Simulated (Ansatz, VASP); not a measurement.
**LiF: VASP beside Ansatz**

INCAR

```
SYSTEM = LiF
PREC = Accurate
ENCUT = 520
EDIFF = 1E-7
ISMEAR = 0
SIGMA = 0.05
LREAL = .False.
LASPH = .True.
NELM = 100
ALGO = Normal
ISIF = 2
LWAVE = .False.
LCHARG = .False.
GGA = CA
NBANDS = 18
```

KPOINTS

```
Automatic mesh
0
Gamma
  9 9 6
  0 0 0
```

File POSCAR:

```
LiF
1.0
    3.0150257202      0.0000000000      0.0000000000
   -1.5075128601      2.6110888668      0.0000000000
    0.0000000000      0.0000000000      4.6631048329
Li F
2 2
Direct
    0.3333333333      0.6666666667      0.3811542600
    0.6666666667      0.3333333333      0.8811542600
    0.3333333333      0.6666666667      0.9938437400
    0.6666666667      0.3333333333      0.4938437400
```

Input for Ansatz:

```yaml
crystal:
  lattice:
    - [3.0150257202, 0.0, 0.0]
    - [-1.5075128601, 2.6110888668, 0.0]
    - [0.0, 0.0, 4.6631048329]
  atoms:
    - { symbol: Li, position: [0.3333333333, 0.6666666667, 0.38115426] }
    - { symbol: Li, position: [0.6666666667, 0.3333333333, 0.88115426] }
    - { symbol: F, position: [0.3333333333, 0.6666666667, 0.99384374] }
    - { symbol: F, position: [0.6666666667, 0.3333333333, 0.49384374] }
basis:
  ecutwfc: 420
kpoints:
  mp_grid: { grid: [9, 9, 6] }
hamiltonian:
  xc: lda
scf:
  occupations: { method: gaussian, width: 0.05 }
output:
  forces: true
  stress: true
  eigenvalues: true
```

Change from the starting cell: strain -0.015 along x and y, -0.030 along z, atoms carried along.

Alike in both runs: task single point; functional LDA; k mesh 9 × 9 × 6; occupations gaussian, width 0.05 eV; no spin polarisation.

|  | VASP | Ansatz |
| --- | --- | --- |
| version | VASP 6.6.1 | Ansatz 0.2.0 |
| potentials or method | VASP PAW LDA potentials, release 64 (Li_sv, F), cutoff 520 eV | scalar-relativistic, plane waves, PAW |
| valence electrons in the cell | 20 | 20 |

|  | VASP | Ansatz | Ansatz less VASP |
| --- | --- | --- | --- |
| gap on the k mesh at the Fermi level (eV) | 7.91 | 7.92 | +0.017 |
| least direct gap on the mesh (eV) | 7.91 | 7.92 | +0.017 |
| rms of the force components (eV/Å) | 0.044 | 0.043 | -0.0013 |

LDA's correlation is that of Perdew and Zunger in VASP and of Perdew and Wang (1992) in Ansatz. Atom by atom the forces differ by 0.001 eV/Å (rms over components).

Noted on VASP's run: the cutoff is under 1.25 times that of the potentials, so the pressure is a little rough.
